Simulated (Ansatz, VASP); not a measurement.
# Two plane-wave programs on LaFe5H2

```
CELL_PARAMETERS angstrom
2.58241 -4.50200 0.00000
2.58241 4.50200 0.00000
0.00000 0.00000 4.15046
ATOMIC_POSITIONS crystal
La 0.00470 0.00039 0.99661
Fe 0.49401 0.48531 0.50177
Fe 0.33921 0.65617 0.99701
Fe 0.66125 0.33479 0.00067
Fe 0.00234 0.49482 0.50304
Fe 0.49620 0.00196 0.49857
H 0.86398 0.13874 0.50963
H 0.13142 0.86870 0.50712
```

Change from the starting cell: atoms moved at random, drawn with an rms of 0.05 Å.

Alike in both runs: task single point; functional PBE; k mesh 6 × 6 × 7; occupations fermi-dirac, width 0.05 eV; collinear spin.

|  | VASP | Ansatz |
| --- | --- | --- |
| version | VASP 6.6.1 | Ansatz 0.2.0 |
| potentials or method | VASP PAW PBE potentials, release 64 (La, Fe, H) | Ansatz PAW |
| plane-wave cutoff (eV) | 600 | 420 |
| valence electrons in the cell | 53 | 93 |

VASP gave:

| Quantity | Value |
| --- | --- |
| gap on the k mesh at the Fermi level (eV) | none |
| pressure (GPa) | 0.0 |
| traceless stress, the component that is largest in VASP (GPa) | -0.43 |
| rms of the force components (eV/Å) | 0.216 |
| net moment per atom (μB) | 1.40 |
| size of the moment on the site where the two differ most (μB) | 2.00 |

Problem. What did Ansatz give for the same quantities?

Solution. gap on the k mesh at the Fermi level (eV): none; pressure (GPa): 0.1; traceless stress, the component that is largest in VASP (GPa): -0.18; rms of the force components (eV/Å): 0.216; net moment per atom (μB): 1.40; size of the moment on the site where the two differ most (μB): 1.69.

Site moments also hang on the region over which each program counts them. Atom by atom the forces differ by 0.009 eV/Å (rms over components). A gap of «none» marks a metal or a gap that the smearing closes. VASP's potentials hold 53 valence electrons a cell and Ansatz's 93, so a difference there can come from the potentials and not from the codes.

Spin-orbit coupling is off throughout.
